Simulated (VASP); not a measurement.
# Nb4H in VASP: further runs, part 2 of 2

VASP 6.6.1. Earlier steps stand in the parts before.

**5. Single point, LDA**

The input, INCAR:

```
ALGO = Normal ; DIPOL = 0.5 0.5 0.319
EDIFF = 1E-6 ; ENCUT = 520
IDIPOL = 3 ; ISIF = 2
ISMEAR = 0 ; LASPH = T
LCHARG = T ; LDIPOL = T
LELF = T ; LREAL = F
LVACPOTAV = T ; LVHAR = T
LWAVE = F ; NBANDS = 34
NELM = 100 ; PREC = Accurate
SIGMA = 0.1
```

The input, KPOINTS:

```
k-points
0
Gamma
  9 7 1
```

The input, POSCAR:

```
Nb4H
1.0
    2.9270177669      0.0000000000      0.0000000000
    0.0000000000      4.1394282232      0.0000000000
    0.0000000000      0.0000000000     21.2576690685
Nb H
4 1
Direct
    0.5000000000      0.5000000000      0.1881673850
    0.0000000000      0.0000000000      0.2570135449
    0.5000000000      0.5000000000      0.3306382692
    0.0000000000      0.0000000000      0.3884559987
    0.0000000000      0.3333333333      0.4312640788
```

Potentials or basis: VASP PAW LDA potentials, release 64 (Nb_sv, H).

Launch:

```bash
$ cat potpaw_LDA.64/Nb_sv/POTCAR potpaw_LDA.64/H/POTCAR > POTCAR
$ mpirun -np 1 vasp_std > vasp.out
```

OUTCAR:

```text
EDIFF = 1E-6
   ENCUT = 520
   ISIF = 2
   ISMEAR = 0
   LASPH = T
   LREAL = F
   NELM = 100
   PREC = Accurate

 ion  position               nearest neighbor table
   1  0.500  0.500  0.188-   2 2.93   2 2.93   2 2.93   2 2.93   3 3.03
   2  0.000  0.000  0.257-   4 2.79   1 2.93   1 2.93   1 2.93   1 2.93   3 2.98   3 2.98   3 2.98
                             3 2.98
   3  0.500  0.500  0.331-   4 2.82   4 2.82   4 2.82   4 2.82   2 2.98   2 2.98   2 2.98   2 2.98
                             1 3.03
   4  0.000  0.000  0.388-   5 1.65   2 2.79   3 2.82   3 2.82   3 2.82   3 2.82
   5  0.000  0.333  0.431-   4 1.65

  LATTYP: Found a simple orthorhombic cell.
 ALAT       =     2.9270177669
 B/A-ratio  =     1.4142135624
 C/A-ratio  =     7.2625691955

  Lattice vectors:

 A1 = (   2.9270177669,   0.0000000000,   0.0000000000)
 A2 = (   0.0000000000,   4.1394282232,   0.0000000000)
 A3 = (   0.0000000000,   0.0000000000,  21.2576690685)

Analysis of symmetry for initial positions (statically):
=====================================================================
 Subroutine PRICEL returns:
 Original cell was already a primitive cell.

 Routine SETGRP: Setting up the symmetry group for a
 simple orthorhombic supercell.

 Subroutine GETGRP returns: Found  2 space group operations
 (whereof  2 operations were pure point group operations)
 out of a pool of  8 trial point group operations.

The static configuration has the point symmetry C_1h.

Analysis of symmetry for dynamics (positions and initial velocities):
=====================================================================
 Subroutine PRICEL returns:
 Original cell was already a primitive cell.

 Routine SETGRP: Setting up the symmetry group for a
 simple orthorhombic supercell.

 Subroutine GETGRP returns: Found  2 space group operations
 (whereof  2 operations were pure point group operations)
 out of a pool of  8 trial point group operations.

The dynamic configuration has the point symmetry C_1h.

 Subroutine INISYM returns: Found  2 space group operations
 (whereof  2 operations are pure point group operations),
 and found     1 'primitive' translations

----------------------------------------------------------------------------------------

                                     Primitive cell

  volume of cell :     257.5617

  direct lattice vectors                    reciprocal lattice vectors
     2.927017767  0.000000000  0.000000000     0.341644663  0.000000000  0.000000000
     0.000000000  4.139428223  0.000000000     0.000000000  0.241579258  0.000000000
     0.000000000  0.000000000 21.257669069     0.000000000  0.000000000  0.047041846

  length of vectors
     2.927017767  4.139428223 21.257669069     0.341644663  0.241579258  0.047041846

  position of ions in fractional coordinates (direct lattice)
     0.500000000  0.500000000  0.188167385
     0.000000000  0.000000000  0.257013545
     0.500000000  0.500000000  0.330638269
     0.000000000  0.000000000  0.388455999
     0.000000000  0.333333333  0.431264079

  ion indices of the primitive-cell ions
   primitive index   ion index
                 1           1
[... 34 lines left out ...]
  0.111111  0.000000  0.000000      2.000000
  0.222222  0.000000  0.000000      2.000000
  0.333333  0.000000  0.000000      2.000000
  0.444444  0.000000  0.000000      2.000000
  0.000000  0.142857  0.000000      2.000000
[... 12 lines left out ...]
  0.333333  0.428571  0.000000      4.000000
  0.444444  0.428571  0.000000      4.000000
   k-points           NKPTS =     20   k-points in BZ     NKDIM =     20   number of bands    NBANDS=     34
   number of dos      NEDOS =    301   number of ions     NIONS =      5
   total plane-waves  NPLWV = 122880
   dimension x,y,z NGX =    24 NGY =   32 NGZ =  160
   dimension x,y,z NGXF=    48 NGYF=   64 NGZF=  320
   ions per type =               4   1
   NGX,Y,Z   is equivalent  to a cutoff of  13.63, 12.85, 12.51 a.u.
   NGXF,Y,Z  is equivalent  to a cutoff of  27.26, 25.70, 25.03 a.u.
 SYSTEM =  unknown system
   PREC   = accura    normal or accurate (medium, high low for compatibility)
   ISTART =      0    job   : 0-new  1-cont  2-samecut
   ICHARG =      2    charge: 1-file 2-atom 10-const
   ISPIN  =      1    spin polarized calculation?
   LNONCOLLINEAR =      F non collinear calculations
   LSORBIT =      F    spin-orbit coupling
   LASPH  =      T    aspherical Exc in radial PAW
   ENCUT  =  520.0 eV  38.22 Ry    6.18 a.u.   5.44  7.70 39.53*2*pi/ulx,y,z
   NELM   =    100;   NELMIN=  2; NELMDL= -5     # of ELM steps
   EDIFF  = 0.1E-05   stopping-criterion for ELM
   LREAL  =      F    real-space projection
   EDIFFG = 0.1E-04   stopping-criterion for IOM
   NSW    =      0    number of steps for IOM
   IBRION =     -1    ionic relax: 0-MD 1-quasi-New 2-CG
   NFREE  =      0    steps in history (QN), initial steepest desc. (CG)
   ISIF   =      2    stress and relaxation
   ISYM   =      2    0-nonsym 1-usesym 2-fastsym
   POTIM  = 0.5000    time-step for ionic-motion
   TEBEG  =    0.0;   TEEND  =   0.0 temperature during run
   PSTRESS=    0.0 pullay stress
   NELECT =      53.0000    total number of electrons
   NUPDOWN=      -1.0000    fix difference up-down
   EMIN   =  10.00;   EMAX   =-10.00  energy-range for DOS
   EFERMI =   0.00;   METHOD = LEGACY
   ISMEAR =     0;   SIGMA  =   0.10  broadening in eV -4-tet -1-fermi 0-gaus
   EFERMI_NEDOS =   21; number of points for ismear=-14 and -15
   IALGO  =     38    algorithm
   IMIX   =      4    mixing-type and parameters
     AMIX     =   0.40;   BMIX     =  1.00
     AMIX_MAG =   1.60;   BMIX_MAG =  1.00
  volume/ion in A,a.u.               =      51.51       347.62
  Fermi-wavevector in a.u.,A,eV,Ry     =   0.966510  1.826439 12.709767  0.934142
  Thomas-Fermi vector in A             =   2.096318
   LORBIT       =      0    0 simple, 1 ext, 2 COOP (PROOUT), +10 PAW based schemes
   GGA     = CA    functional components
   LHFCALC =     F    Hartree Fock is set to
   AEXX    =    0.0000 exact exchange contribution
   IVDW    =     0    specifies the selected vdW correction
   LEPSILON=     F    determine dielectric tensor
   LRPA    =     F    only Hartree local field effects (RPA)
 non-spin polarized calculation
 Gauss-broadening in eV      SIGMA  =   0.10
  energy-cutoff  :      520.00
  volume of cell :      257.56
 maximum number of plane-waves:      6993
 NGX is ok and might be reduce to    24
   NGX = 11   NGY = 15   NGZ = 79

 dipolmoment           0.000000      0.000000     -0.229092 electrons x Angstroem

 number of electron      52.9999998 magnetization

 dipolmoment           0.000000      0.000000      0.042305 electrons x Angstroem

 Free energy of the ion-electron system (eV)
  ---------------------------------------------------
  ext. energy  EPLUGINS =         0.00000000
  ---------------------------------------------------
  free energy    TOTEN  =       -42.80762369 eV

  energy without entropy =      -42.77425385  energy(sigma->0) =      -42.79093877

 E-fermi :   0.3342     XC(G=0):  -4.7057

 val. band max:        0.2828453566   @ k =   0.2222   0.0000   0.0000
 cond. band min:       0.3495683872   @ k =   0.0000   0.1429   0.0000
 fundamental gap:      0.0667230306
 Fermi energy:         0.3342061490

 k-point     1 :       0.0000    0.0000    0.0000
  band No.  band energies     occupation
      1     -54.2835      2.00000
      2     -54.1137      2.00000
      3     -53.9230      2.00000
      4     -53.8237      2.00000
      5     -30.8981      2.00000
      6     -30.6542      2.00000
[... 729 lines left out ...]
     33       2.4709      0.00000
     34       2.9365      0.00000

------------------------ aborting loop because EDIFF is reached ----------------------------------------

  FORCE on cell =-STRESS in cart. coord.  units (eV):
  Direction    XX          YY          ZZ          XY          YZ          ZX
  --------------------------------------------------------------------------------------
  -------------------------------------------------------------------------------------
  Total       -6.8020868     -3.3885633     -0.6119250      0.0000000      3.3126727      0.0000000
  in kB      -42.3127640    -21.0787488     -3.8065137      0.0000000     20.6066672      0.0000000
  external PRESSURE =     -22.3993422 kB  Pullay stress =       0.0000000 kB

 VOLUME and BASIS-vectors are now :
 -----------------------------------------------------------------------------
  energy-cutoff  :      520.00
  volume of cell :      257.56
      direct lattice vectors                 reciprocal lattice vectors
     2.927017767  0.000000000  0.000000000     0.341644663  0.000000000  0.000000000
     0.000000000  4.139428223  0.000000000     0.000000000  0.241579258  0.000000000
     0.000000000  0.000000000 21.257669069     0.000000000  0.000000000  0.047041846

 POSITION                                       TOTAL-FORCE (eV/Angst)
 -----------------------------------------------------------------------------------
      1.46351      2.06971      4.00000         0.000000     -0.006565      1.268593
      0.00000      0.00000      5.46351         0.000000     -0.071773     -1.439965
      1.46351      2.06971      7.02860         0.000000     -0.622423      0.096610
      0.00000      0.00000      8.25767         0.000000     -1.848141     -0.968109
      0.00000      1.37981      9.16767         0.000000      2.548901      1.042870
 -----------------------------------------------------------------------------------
    total drift:                                0.000000      0.000036      0.000331

  FREE ENERGIE OF THE ION-ELECTRON SYSTEM (eV)
  ---------------------------------------------------
  free  energy   TOTEN  =       -42.8076236874 eV

  energy  without entropy=      -42.7742538531  energy(sigma->0) =      -42.79093877

 vacuum level on the upper side and lower side of the slab         4.809         4.177
```

OSZICAR:

```text
N       E                     dE             d eps       ncg     rms          rms(c)
DAV:   1     0.568547859247E+03    0.56855E+03   -0.28591E+04  1736   0.136E+03
DAV:   2     0.124397589266E+02   -0.55611E+03   -0.54344E+03  1906   0.591E+02
DAV:   3    -0.424508911986E+02   -0.54891E+02   -0.54154E+02  2336   0.123E+02
[... 22 lines left out ...]
DAV:  26    -0.428076175488E+02   -0.41190E-05   -0.28606E-07  1014   0.400E-03    0.134E-03
DAV:  27    -0.428076210998E+02   -0.35509E-05   -0.38818E-07  1058   0.355E-03    0.712E-04
DAV:  28    -0.428076224717E+02   -0.13720E-05   -0.16359E-07  1002   0.321E-03    0.463E-04
DAV:  29    -0.428076235263E+02   -0.10546E-05   -0.17586E-07   970   0.264E-03    0.230E-04
DAV:  30    -0.428076236874E+02   -0.16105E-06   -0.74888E-08   860   0.211E-03
   1 F= -.42807624E+02 E0= -.42790939E+02  d E =-.333698E-01
```

stdout:

```text
POSCAR found type information on POSCAR NbH
 POSCAR found :  2 types and       5 ions
 scaLAPACK will be used
 LDA part: xc-table for (Slater(with rela. corr.)+CA(PZ))
 , standard interpolation
 POSCAR, INCAR and KPOINTS ok, starting setup
 FFT: planning ... GRIDC
 FFT: planning ... GRID_SOFT
 FFT: planning ... GRID
 WAVECAR not read
 entering main loop
 -----------------------------------------------------------------------------
|                                                                             |
|           W    W    AA    RRRRR   N    N  II  N    N   GGGG   !!!           |
|           W    W   A  A   R    R  NN   N  II  NN   N  G    G  !!!           |
|           W    W  A    A  R    R  N N  N  II  N N  N  G       !!!           |
|           W WW W  AAAAAA  RRRRR   N  N N  II  N  N N  G  GGG   !            |
|           WW  WW  A    A  R   R   N   NN  II  N   NN  G    G                |
|           W    W  A    A  R    R  N    N  II  N    N   GGGG   !!!           |
|                                                                             |
|     Did not find any points to average over, which means that no vacuum     |
|     field-free region was found. Please increase the size of  your cell     |
|     in the dimension of the dipole correction to obtain accurate            |
|     workfunction values.                                                    |
|                                                                             |
 -----------------------------------------------------------------------------
```

Run time: 4.6 min. Hardware: 1 thread of Intel Xeon 6975P-C, shared host; peak memory 0.36 GiB.

What came out:

| Item | Value |
| --- | --- |
| Free energy | -42.8076 eV |
| Largest force | 2.754 eV/Å |

Forces in eV/Å, atoms in the order of the input:
```
Nb   0.000 -0.007  1.269
Nb   0.000 -0.072 -1.440
Nb   0.000 -0.622  0.097
Nb   0.000 -1.848 -0.968
H    0.000  2.549  1.043
```

Levels at points of the mesh, in eV from the Fermi level:
```
           k point  band 24  band 25  band 26  band 27  band 28  band 29
(0.00, 0.00, 0.00)    -0.76    -0.54    -0.32     0.13     0.27     0.43
```
